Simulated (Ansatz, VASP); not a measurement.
One calculation of Ru, two programs

```
CELL_PARAMETERS angstrom
2.69744 0.00000 0.00000
-1.34872 2.33605 0.00000
0.00000 0.00000 4.36985
ATOMIC_POSITIONS crystal
Ru 0.33333 0.66667 0.25000
Ru 0.66667 0.33333 0.75000
```

Alike in both runs: task relaxation of cell and atoms; functional PBE; k mesh 17 × 17 × 10; occupations fermi-dirac, width 0.05 eV; no spin polarisation.

|  | VASP | Ansatz |
| --- | --- | --- |
| version | VASP 6.6.1 | Ansatz 0.2.0 |
| potentials or method | VASP PAW PBE potentials, release 64 (Ru_pv) | PAW with Ansatz's default frozen-core files, scalar-relativistic |
| plane-wave cutoff (eV) | 600 | 420 |
| valence electrons in the cell | 28 | 32 |

```csv
,VASP,Ansatz,Ansatz less VASP
relaxed volume (Å³/atom),13.76,13.77,+0.006
relaxed cell length with the largest relative difference (Å),2.720,2.721,+0.0007
```

VASP's potentials hold 28 valence electrons a cell and Ansatz's 32, so a difference there can come from the potentials and not from the codes.
